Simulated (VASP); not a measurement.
# K4Mg3MnF12 (P4/mmm) in VASP: single point with PBEsol+U

Aim: the single point of K4Mg3MnF12 with PBEsol+U.

Everything below comes from runs of VASP 6.6.1. Logs are shortened: lines on timing, memory, paths and dates and some standing lists are left out, and cuts for length are marked.

## 1. The cell of the first run

It takes space group P4/mmm (No. 123, tetragonal). Conventional cell: a = 5.642 Å, b = 5.642 Å, c = 7.979 Å, α = 90.00°, β = 90.00°, γ = 90.00°. K (site symmetry 2mm) has 12 F at 2.81 to 2.84 Å and 6 Mg at 3.44 to 3.47 Å and 2 Mn at 3.47 Å within 3.7 Å. Within 2.7 Å of Mn (site symmetry 4/mmm) lie 6 F at 2.06 to 2.07 Å. Within 2.6 Å of Mg (site symmetry 4/mmm) lie 6 F at 1.92 to 2.00 Å. Within 2.6 Å of Mg (site symmetry 4/mmm) lie 6 F at 1.93 to 2.01 Å. Mg (site symmetry 4/mmm) has 6 F at 1.98 to 1.99 Å within 2.6 Å. F (site symmetry m2m) has 1 Mg at 1.93 Å and 1 Mn at 2.06 Å within 2.6 Å. F (site symmetry m2m) has 2 Mg at 1.99 to 2.00 Å within 2.6 Å. F (site symmetry 4mm) has 1 Mg at 1.92 Å and 1 Mn at 2.07 Å within 2.6 Å.

## 2. Single point, PBEsol+U, collinear spin, ferromagnetic start

Input file INCAR:

```
SYSTEM = K4Mg3MnF12
PREC = Accurate ; ENCUT = 520
EDIFF = 1E-6 ; ISMEAR = 0
SIGMA = 0.05 ; LREAL = Auto
LASPH = .TRUE. ; NELM = 150
ALGO = Normal ; ISIF = 2
LWAVE = .FALSE. ; LCHARG = .TRUE.
ISPIN = 2 ; MAGMOM = 0 0 0 0 5 0 0 0 0 0 0 0 0 0 0 0 0 0 0 0
LORBIT = 11 ; LMAXMIX = 4
LDAU = .TRUE. ; LDAUTYPE = 2
LDAUL = -1 2 -1 -1 ; LDAUU = 0 3.5 0 0
LDAUJ = 0 0 0 0 ; LDAUPRINT = 1
GGA = PS ; LELF = .TRUE.
LVHAR = .TRUE. ; NBANDS = 90
```

Input file KPOINTS:

```
regular mesh
0
G
  3 3 2
  0 0 0
```

Input file POSCAR:

```
K4Mg3MnF12
1.0
    3.9897000000      3.9897000000      0.0000000000
   -3.9897000000      3.9897000000      0.0000000000
    0.0000000000      0.0000000000      7.9794000000
K Mn Mg F
4 1 3 12
Direct
    0.5000000000      0.0000000000      0.2525222559
    0.5000000000      0.0000000000      0.7474777441
    0.0000000000      0.5000000000      0.2525222559
    0.0000000000      0.5000000000      0.7474777441
    0.0000000000      0.0000000000      1.0000000000
    0.0000000000      0.0000000000      0.5000000000
    0.5000000000      0.5000000000      1.0000000000
    0.5000000000      0.5000000000      0.5000000000
    0.2579598194      0.7420401806      1.0000000000
    0.2504529799      0.7495470201      0.5000000000
    0.7420401806      0.2579598194      1.0000000000
    0.7495470201      0.2504529799      0.5000000000
    0.2579598194      0.2579598194      1.0000000000
    0.2504529799      0.2504529799      0.5000000000
    0.7420401806      0.7420401806      1.0000000000
    0.7495470201      0.7495470201      0.5000000000
    0.0000000000      0.0000000000      0.2589899289
    0.0000000000      0.0000000000      0.7410100711
    0.5000000000      0.5000000000      0.2516091629
    0.5000000000      0.5000000000      0.7483908371
```

Potentials or basis: VASP PAW PBE potentials, release 64 (K_sv, Mn_pv, Mg, F).

The run is started by

```bash
cat potpaw_PBE.64/K_sv/POTCAR potpaw_PBE.64/Mn_pv/POTCAR potpaw_PBE.64/Mg/POTCAR potpaw_PBE.64/F/POTCAR > POTCAR
mpirun -np 1 vasp_std > vasp.out
```

OUTCAR:

```text
SYSTEM = K4Mg3MnF12
   PREC = Accurate
   ENCUT = 520
   EDIFF = 1E-6
   ISMEAR = 0
   LREAL = Auto
   LASPH = .TRUE.
   NELM = 150
   ISIF = 2
   ISPIN = 2
   LORBIT = 11
   GGA = PS

 ion  position               nearest neighbor table
   1  0.500  0.000  0.253-  10 2.81  12 2.81  14 2.81  16 2.81  19 2.82  19 2.82  17 2.82  17 2.82
                            13 2.84  11 2.84  15 2.84   9 2.84   8 3.44   6 3.44   6 3.44   8 3.44
   2  0.500  0.000  0.747-  10 2.81  12 2.81  14 2.81  16 2.81  20 2.82  20 2.82  18 2.82  18 2.82
                            13 2.84  11 2.84  15 2.84   9 2.84   8 3.44   6 3.44   6 3.44   8 3.44
   3  0.000  0.500  0.253-  10 2.81  12 2.81  14 2.81  16 2.81  19 2.82  19 2.82  17 2.82  17 2.82
                            13 2.84  11 2.84  15 2.84   9 2.84   6 3.44   6 3.44   8 3.44   8 3.44
   4  0.000  0.500  0.747-  10 2.81  12 2.81  14 2.81  16 2.81  20 2.82  20 2.82  18 2.82  18 2.82
                            13 2.84  11 2.84  15 2.84   9 2.84   6 3.44   6 3.44   8 3.44   8 3.44
   5  0.000  0.000  0.000-   9 2.06  11 2.06  13 2.06  15 2.06  17 2.07  18 2.07   3 3.47   4 3.47
                             1 3.47   2 3.47   3 3.47   4 3.47   1 3.47   2 3.47
   6  0.000  0.000  0.500-  17 1.92  18 1.92  14 2.00  16 2.00  10 2.00  12 2.00   3 3.44   4 3.44
                             1 3.44   2 3.44   3 3.44   4 3.44   1 3.44   2 3.44
   7  0.500  0.500  0.000-   9 1.93  11 1.93  13 1.93  15 1.93  19 2.01  20 2.01   3 3.47   4 3.47
                             1 3.47   2 3.47   1 3.47   2 3.47   3 3.47   4 3.47
   8  0.500  0.500  0.500-  19 1.98  20 1.98  14 1.99  16 1.99  10 1.99  12 1.99   3 3.44   4 3.44
                             1 3.44   2 3.44   1 3.44   2 3.44   3 3.44   4 3.44
   9  0.258  0.742  0.000-   7 1.93   5 2.06   3 2.84   4 2.84   1 2.84   2 2.84
  10  0.250  0.750  0.500-   8 1.99   6 2.00   3 2.81   4 2.81   1 2.81   2 2.81
  11  0.742  0.258  0.000-   7 1.93   5 2.06   3 2.84   4 2.84   1 2.84   2 2.84
  12  0.750  0.250  0.500-   8 1.99   6 2.00   3 2.81   4 2.81   1 2.81   2 2.81
  13  0.258  0.258  0.000-   7 1.93   5 2.06   3 2.84   4 2.84   1 2.84   2 2.84
  14  0.250  0.250  0.500-   8 1.99   6 2.00   3 2.81   4 2.81   1 2.81   2 2.81
  15  0.742  0.742  0.000-   7 1.93   5 2.06   3 2.84   4 2.84   1 2.84   2 2.84
  16  0.750  0.750  0.500-   8 1.99   6 2.00   3 2.81   4 2.81   1 2.81   2 2.81
  17  0.000  0.000  0.259-   6 1.92   5 2.07   1 2.82   3 2.82   3 2.82   1 2.82
  18  0.000  0.000  0.741-   6 1.92   5 2.07   2 2.82   4 2.82   4 2.82   2 2.82
  19  0.500  0.500  0.252-   8 1.98   7 2.01   1 2.82   3 2.82   1 2.82   3 2.82
  20  0.500  0.500  0.748-   8 1.98   7 2.01   2 2.82   4 2.82   2 2.82   4 2.82

  LATTYP: Found a simple tetragonal cell.
 ALAT       =     5.6422878498
 C/A-ratio  =     1.4142135624

  Lattice vectors:

 A1 = (   3.9897000000,   3.9897000000,   0.0000000000)
 A2 = (  -3.9897000000,   3.9897000000,   0.0000000000)
 A3 = (   0.0000000000,   0.0000000000,   7.9794000000)

Analysis of symmetry for initial positions (statically):
=====================================================================
 Subroutine PRICEL returns:
 Original cell was already a primitive cell.

 Routine SETGRP: Setting up the symmetry group for a
 simple tetragonal supercell.

 Subroutine GETGRP returns: Found 16 space group operations
 (whereof 16 operations were pure point group operations)
 out of a pool of 16 trial point group operations.

The static configuration has the point symmetry D_4h.

Analysis of symmetry for dynamics (positions and initial velocities):
=====================================================================
 Subroutine PRICEL returns:
 Original cell was already a primitive cell.

 Routine SETGRP: Setting up the symmetry group for a
 simple tetragonal supercell.

 Subroutine GETGRP returns: Found 16 space group operations
 (whereof 16 operations were pure point group operations)
 out of a pool of 16 trial point group operations.

The dynamic configuration has the point symmetry D_4h.

Analysis of structural, dynamic, and magnetic symmetry:
=====================================================================
 Subroutine PRICEL returns:
 Original cell was already a primitive cell.

 Routine SETGRP: Setting up the symmetry group for a
 simple tetragonal supercell.

 Subroutine GETGRP returns: Found 16 space group operations
 (whereof 16 operations were pure point group operations)
 out of a pool of 16 trial point group operations.

The overall configuration has the point symmetry D_4h.

 Subroutine INISYM returns: Found 16 space group operations
 (whereof 16 operations are pure point group operations),
 and found     1 'primitive' translations

----------------------------------------------------------------------------------------

                                     Primitive cell
[... 134 lines left out ...]
   angular momentum for each species LDAUL =    -1    2   -1   -1
   U (eV)           for each species LDAUU =   0.0  3.5  0.0  0.0
   J (eV)           for each species LDAUJ =   0.0  0.0  0.0  0.0
   GGA     = PS    functional components
   LHFCALC =     F    Hartree Fock is set to
   AEXX    =    0.0000 exact exchange contribution
   IVDW    =     0    specifies the selected vdW correction
   LEPSILON=     F    determine dielectric tensor
   LRPA    =     F    only Hartree local field effects (RPA)
 spin polarized calculation
 Gauss-broadening in eV      SIGMA  =   0.05
  energy-cutoff  :      520.00
  volume of cell :      254.03
 maximum number of plane-waves:      6865
 NGX is ok and might be reduce to    42
   NGX = 21   NGY = 21   NGZ = 29

atom =   5  type =  2  l = 2

 onsite density matrix

spin component  1

  0.9449 -0.0000  0.0000 -0.0000 -0.0000
 -0.0000  0.9445 -0.0000  0.0000  0.0000
  0.0000 -0.0000  0.9915  0.0000  0.0000
 -0.0000  0.0000  0.0000  0.9445 -0.0000
 -0.0000  0.0000  0.0000 -0.0000  0.9926

spin component  2

  0.0199  0.0000  0.0000 -0.0000  0.0000
  0.0000  0.0193 -0.0000  0.0000 -0.0000
  0.0000 -0.0000  0.0744 -0.0000 -0.0000
 -0.0000  0.0000 -0.0000  0.0193  0.0000
  0.0000 -0.0000 -0.0000  0.0000  0.0764

 occupancies and eigenvectors

  o =  0.0193  v =  0.0000  0.0000  0.0000  0.0000  0.0000  0.0000 -0.0117 -0.0000 -0.9999  0.0000      0.0000  0.0000  0.0000  0.0000  0.0000  0.0000  0.0000  0.0000  0.0000  0.0000
  o =  0.0193  v =  0.0000  0.0000  0.0000  0.0000  0.0000  0.0000  0.9999  0.0000 -0.0117  0.0000      0.0000  0.0000  0.0000  0.0000  0.0000  0.0000  0.0000  0.0000  0.0000  0.0000
  o =  0.0199  v =  0.0000  0.0000  0.0000  0.0000  0.0000  1.0000  0.0000  0.0000  0.0000  0.0000      0.0000  0.0000  0.0000  0.0000  0.0000  0.0000  0.0000  0.0000  0.0000  0.0000
  o =  0.0744  v =  0.0000  0.0000  0.0000  0.0000  0.0000  0.0000  0.0000 -1.0000  0.0000 -0.0000      0.0000  0.0000  0.0000  0.0000  0.0000  0.0000  0.0000  0.0000  0.0000  0.0000
  o =  0.0764  v =  0.0000  0.0000  0.0000  0.0000  0.0000  0.0000 -0.0000 -0.0000  0.0000  1.0000      0.0000  0.0000  0.0000  0.0000  0.0000  0.0000  0.0000  0.0000  0.0000  0.0000
  o =  0.9445  v =  0.0000 -0.8208 -0.0000  0.5712 -0.0000  0.0000  0.0000  0.0000  0.0000  0.0000      0.0000  0.0000  0.0000  0.0000  0.0000  0.0000  0.0000  0.0000  0.0000  0.0000
  o =  0.9445  v =  0.0000 -0.5712 -0.0000 -0.8208 -0.0000  0.0000  0.0000  0.0000  0.0000  0.0000      0.0000  0.0000  0.0000  0.0000  0.0000  0.0000  0.0000  0.0000  0.0000  0.0000
  o =  0.9449  v =  1.0000  0.0000  0.0000  0.0000  0.0000  0.0000  0.0000  0.0000  0.0000  0.0000      0.0000  0.0000  0.0000  0.0000  0.0000  0.0000  0.0000  0.0000  0.0000  0.0000
  o =  0.9915  v =  0.0000 -0.0000  1.0000 -0.0000 -0.0000  0.0000  0.0000  0.0000  0.0000  0.0000      0.0000  0.0000  0.0000  0.0000  0.0000  0.0000  0.0000  0.0000  0.0000  0.0000
  o =  0.9926  v =  0.0000 -0.0000  0.0000 -0.0000  1.0000  0.0000  0.0000  0.0000  0.0000  0.0000      0.0000  0.0000  0.0000  0.0000  0.0000  0.0000  0.0000  0.0000  0.0000  0.0000

 number of electron     138.9999918 magnetization       5.0000014

 Free energy of the ion-electron system (eV)
  ---------------------------------------------------
  ext. energy  EPLUGINS =         0.00000000
  ---------------------------------------------------
  free energy    TOTEN  =      -104.19052515 eV

  energy without entropy =     -104.19052515  energy(sigma->0) =     -104.19052515

 E-fermi :   1.6326     XC(G=0): -10.0597

 val. band max:        1.2380050473   @ k =   0.0000   0.0000   0.5000
 cond. band min:       5.4558338022   @ k =   0.0000   0.0000   0.0000
 fundamental gap:      4.2178287550
 Fermi energy:         1.6326431074

 spin component 1

 k-point     1 :       0.0000    0.0000    0.0000
  band No.  band energies     occupation
      1     -46.9097      1.00000
      2     -46.9010      1.00000
      3     -46.9010      1.00000
      4     -27.0058      1.00000
      5     -26.9759      1.00000
      6     -26.9551      1.00000
[... 493 lines left out ...]
     80       9.5190      0.00000
     81       9.8494      0.00000
 Fermi energy:         1.6326431074

 spin component 2

 k-point     1 :       0.0000    0.0000    0.0000
  band No.  band energies     occupation
      1     -41.9648      1.00000
      2     -41.9557      1.00000
      3     -41.9557      1.00000
      4     -27.0056      1.00000
      5     -26.9759      1.00000
      6     -26.9552      1.00000
[... 493 lines left out ...]
     80       9.6187      0.00000
     81       9.8911      0.00000
 [bands above 81 left out]

------------------------ aborting loop because EDIFF is reached ----------------------------------------

  FORCE on cell =-STRESS in cart. coord.  units (eV):
  Direction    XX          YY          ZZ          XY          YZ          ZX
  --------------------------------------------------------------------------------------
  -------------------------------------------------------------------------------------
  Total        4.4420355      4.4420355      4.4472145      0.0000000      0.0000000      0.0000000
  in kB       28.0163721     28.0163721     28.0490363      0.0000000      0.0000000      0.0000000
  external PRESSURE =      28.0272602 kB  Pullay stress =       0.0000000 kB

 VOLUME and BASIS-vectors are now :
 -----------------------------------------------------------------------------
  energy-cutoff  :      520.00
  volume of cell :      254.03
      direct lattice vectors                 reciprocal lattice vectors
     3.989700000  3.989700000  0.000000000     0.125322706  0.125322706  0.000000000
    -3.989700000  3.989700000  0.000000000    -0.125322706  0.125322706  0.000000000
     0.000000000  0.000000000  7.979400000     0.000000000  0.000000000  0.125322706

 POSITION                                       TOTAL-FORCE (eV/Angst)
 -----------------------------------------------------------------------------------
      1.99485      1.99485      2.01498        -0.000000     -0.000000      0.000705
      1.99485      1.99485      5.96442        -0.000000     -0.000000     -0.000705
     -1.99485      1.99485      2.01498         0.000000     -0.000000      0.000705
     -1.99485      1.99485      5.96442        -0.000000     -0.000000     -0.000705
      0.00000      0.00000      0.00000        -0.000000     -0.000000      0.000000
      0.00000      0.00000      3.98970        -0.000000     -0.000000      0.000000
[... 12 lines left out ...]
      0.00000      3.98970      2.00769         0.000000     -0.000000      0.001551
      0.00000      3.98970      5.97171        -0.000000     -0.000000     -0.001551
 -----------------------------------------------------------------------------------
    total drift:                               -0.000000      0.000000      0.000000

  FREE ENERGIE OF THE ION-ELECTRON SYSTEM (eV)
  ---------------------------------------------------
  free  energy   TOTEN  =      -104.1905251498 eV

  energy  without entropy=     -104.1905251498  energy(sigma->0) =     -104.19052515

 total charge

# of ion       s       p       d       tot
------------------------------------------
    1        1.955   5.577   0.028   7.560
    2        1.955   5.577   0.028   7.560
    3        1.955   5.577   0.028   7.560
    4        1.955   5.577   0.028   7.560
    5        0.187   6.188   5.005  11.381
    6        0.134   0.173   0.087   0.394
[... 12 lines left out ...]
   19        1.728   4.395   0.000   6.123
   20        1.728   4.395   0.000   6.123
--------------------------------------------------
tot         29.152  81.734   5.379 116.265

 magnetization (x)

# of ion       s       p       d       tot
------------------------------------------
    1       -0.000   0.000  -0.000  -0.000
    2       -0.000   0.000  -0.000  -0.000
    3       -0.000   0.000  -0.000  -0.000
    4       -0.000   0.000  -0.000  -0.000
    5        0.019   0.022   4.599   4.640
    6        0.001   0.001   0.000   0.003
[... 12 lines left out ...]
   19        0.000   0.000   0.000   0.001
   20        0.000   0.000   0.000   0.001
--------------------------------------------------
tot          0.038   0.166   4.601   4.805
```

Wall time 17 min (1 thread of AMD EPYC 7R13, shared host); peak memory 0.46 GiB.

Results:

* Free energy: -104.1905 eV
* Pressure: 2.8 GPa
* Largest force: 0.011 eV/Å
* Band gap on the k mesh: 4.22 eV, direct
* Net moment: 5.00 μB per cell
* Site moments: K -0.00; Mn +4.64; Mg +0.00, +0.01; F +0.03, +0.00 μB
* Valence electrons inside the program's atomic spheres: K 7.56; Mn 11.38; Mg 0.39, 0.41, 0.38; F 6.12

Forces on the atoms (eV/Å):
```
K    0.000  0.000  0.001
K    0.000  0.000 -0.001
K    0.000  0.000  0.001
K    0.000  0.000 -0.001
Mn   0.000  0.000  0.000
Mg   0.000  0.000  0.000
Mg   0.000  0.000  0.000
Mg   0.000  0.000  0.000
F   -0.007  0.000  0.000
F    0.001  0.000  0.000
F    0.007  0.000  0.000
F   -0.001  0.000  0.000
F    0.000 -0.007  0.000
F    0.000  0.001  0.000
F    0.000  0.007  0.000
F    0.000 -0.001  0.000
F    0.000  0.000 -0.011
F    0.000  0.000  0.011
F    0.000  0.000  0.002
F    0.000  0.000 -0.002
```

Eigenvalues of the final occupation matrices:
```
    site  spin  trace               eigenvalues
site 5 d     1   4.82  0.94 0.94 0.94 0.99 0.99
site 5 d     2   0.21  0.02 0.02 0.02 0.07 0.08
```

Caveat: the PAW data sets were made with another functional, which shifts forces and pressure a little; a cell with one magnetic atom can't hold antiferromagnetic order, which such compounds often take. The state reached can hang on the start; a lower one may exist.
